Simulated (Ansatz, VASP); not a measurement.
**HfO7: VASP beside Ansatz**

File INCAR:

```
PREC     = Accurate       # precision mode
ENCUT    = 520            # plane-wave cutoff, eV
EDIFF    = 1E-6           # SCF threshold, eV
ISMEAR   = 0              # smearing method
SIGMA    = 0.1            # smearing width, eV
LREAL    = F              # projectors in reciprocal space
LASPH    = T              # aspherical terms in the spheres
NELM     = 80             # most SCF steps
ALGO     = Normal         # electronic algorithm
ISIF     = 2              # what is computed and relaxed
LWAVE    = F              # write WAVECAR
LCHARG   = F              # write CHGCAR
GGA      = PE             # functional
NBANDS   = 36             # bands
```

The input KPOINTS:

```
Automatic mesh
0
Gamma
  4 4 4
```

Contents of POSCAR:

```
HfO7
1.0
    0.0000000000      3.4849309000      3.4849309000
    3.4849309000      0.0000000000      3.4849309000
    3.4849309000      3.4849309000      0.0000000000
Hf O
1 7
Direct
    0.0000000000      0.0000000000      0.0000000000
    0.5000000000      0.5000000000      0.5000000000
    0.0000000000      0.0000000000      0.5000000000
    0.5000000000      0.0000000000      0.5000000000
    0.0000000000      0.5000000000      0.5000000000
    0.5000000000      0.5000000000      0.0000000000
    0.0000000000      0.5000000000      0.0000000000
    0.5000000000      0.0000000000      0.0000000000
```

Input for Ansatz:

```yaml
crystal:
  lattice:
    - [0.0, 3.4849309, 3.4849309]
    - [3.4849309, 0.0, 3.4849309]
    - [3.4849309, 3.4849309, 0.0]
  atoms:
    - { symbol: Hf, position: [0.0, 0.0, 0.0] }
    - { symbol: O, position: [0.5, 0.5, 0.5] }
    - { symbol: O, position: [0.0, 0.0, 0.5] }
    - { symbol: O, position: [0.5, 0.0, 0.5] }
    - { symbol: O, position: [0.0, 0.5, 0.5] }
    - { symbol: O, position: [0.5, 0.5, 0.0] }
    - { symbol: O, position: [0.0, 0.5, 0.0] }
    - { symbol: O, position: [0.5, 0.0, 0.0] }
basis:
  ecutwfc: 420
kpoints:
  mp_grid: { grid: [4, 4, 4] }
hamiltonian:
  xc: pbe
scf:
  occupations: { method: gaussian, width: 0.1 }
  lower_state_search: "off"
output:
  forces: true
  stress: true
  eigenvalues: true
```

Change from the starting cell: species swapped into the LiPd7 type (Fm-3m, No. 225).

Alike in both runs: task single point; functional PBE; k mesh 4 × 4 × 4; occupations gaussian, width 0.1 eV; no spin polarisation.

|  | VASP | Ansatz |
| --- | --- | --- |
| version | VASP 6.6.1 | Ansatz 0.2.0 |
| potentials or method | VASP PAW PBE potentials, release 64 (Hf_pv, O), cutoff 520 eV | scalar-relativistic, plane waves, PAW |
| valence electrons in the cell | 52 | 68 |

|  | VASP | Ansatz | Ansatz less VASP |
| --- | --- | --- | --- |
| gap on the k mesh at the Fermi level (eV) | none | none | - |
| pressure (GPa) | -25.4 | -24.2 | +1.14 |

A gap of «none» marks a metal or a gap that the smearing closes. VASP's potentials hold 52 valence electrons a cell and Ansatz's 68, so a difference there can come from the potentials and not from the codes.

The k mesh is coarse, so the values compare programs but aren't converged. Neither program's run includes spin-orbit coupling.
